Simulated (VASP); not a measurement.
CuO:

```xyz
4
Lattice="2.3755 -1.7359 0.0000 2.3755 1.7359 0.0000 -0.8719 0.0000 5.1260" Properties=species:S:1:pos:R:3 pbc="T T T"
Cu    1.1878    0.8569    0.0000
Cu    0.7518   -0.8569    2.5630
O     2.0997   -0.2878    1.3005
O     1.6637    0.2878    3.8635
```

Base run:

| Property | Result |
| --- | --- |
| Program | VASP 6.6.1 |
| Functional | RPBE |
| Potentials or basis | VASP PAW PBE potentials, release 64 (Cu, O) |
| Cutoff | 520 eV |
| k mesh | 10 × 10 × 5 |
| Occupations | fermi-dirac, width 0.05 eV |
| Spin | no spin polarisation |

Its results: band gap on the k mesh zero (band 17 reaches 5.61 eV, above the bottom of band 18 at 5.01 eV); pressure 5.0 GPa; largest force 0.697 eV/Å.

Problem. The run is repeated on the same cell with these changes: potentials or basis from VASP PAW PBE potentials, release 64 (Cu, O) to VASP PAW PBE potentials, release 64 (Cu_sv_GW, O); cutoff from 520 eV to 700 eV; further incar settings from ALGO = Normal; EDIFF = 1e-06; NBANDS = 25 to ALGO = Normal; EDIFF = 1e-06; NBANDS = 33; valence electrons from 34 to 50. What comes out?

Solution. Band gap on the k mesh zero (band 25 reaches 5.64 eV, above the bottom of band 26 at 5.04 eV); pressure 1.4 GPa; largest force 0.699 eV/Å.

Caveats: the PAW data sets were made with another functional, which shifts forces and pressure a little; semilocal functionals often make such compounds metallic where correlation or magnetic order opens a gap, which also shifts bond lengths.
